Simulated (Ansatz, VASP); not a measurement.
# Two plane-wave programs on SnPb3S4

```
Sn Pb S
1.0
    -4.24177    0.00000   -4.24423
    -4.24177    0.00000    4.24423
     4.24177    5.97357    0.00000
Sn Pb S
1 3 4
Direct
  0.51620 0.48380 0.00000
  0.25472 0.74528 0.50000
  0.75472 0.24528 0.50000
  0.00591 0.99409 0.00000
  0.96808 0.49989 0.00000
  0.25248 0.25146 0.50394
  0.50011 0.03193 0.00000
  0.74853 0.74752 0.49606
```

Alike in both runs: task single point; functional PBE; k mesh 4 × 4 × 4; occupations gaussian, width 0.2 eV; no spin polarisation.

|  | VASP | Ansatz |
| --- | --- | --- |
| version | VASP 6.6.1 | Ansatz 0.2.0 |
| potentials or method | VASP PAW PBE potentials, release 64 (Sn_d, Pb_d, S), cutoff 520 eV | scalar-relativistic, plane waves, PAW |
| valence electrons in the cell | 80 | 80 |

```csv
,VASP,Ansatz,Ansatz less VASP
gap on the k mesh at the Fermi level (eV),0.06,0.06,0.000
least direct gap on the mesh (eV),0.09,0.09,+0.004
pressure (GPa),0.0,0.0,+0.07
"traceless stress, the component that is largest in VASP (GPa)",-0.25,-0.25,-0.001
rms of the force components (eV/Å),0.009,0.010,+0.0014
```

Atom by atom the forces differ by 0.002 eV/Å (rms over components).

Neither program's run includes spin-orbit coupling.
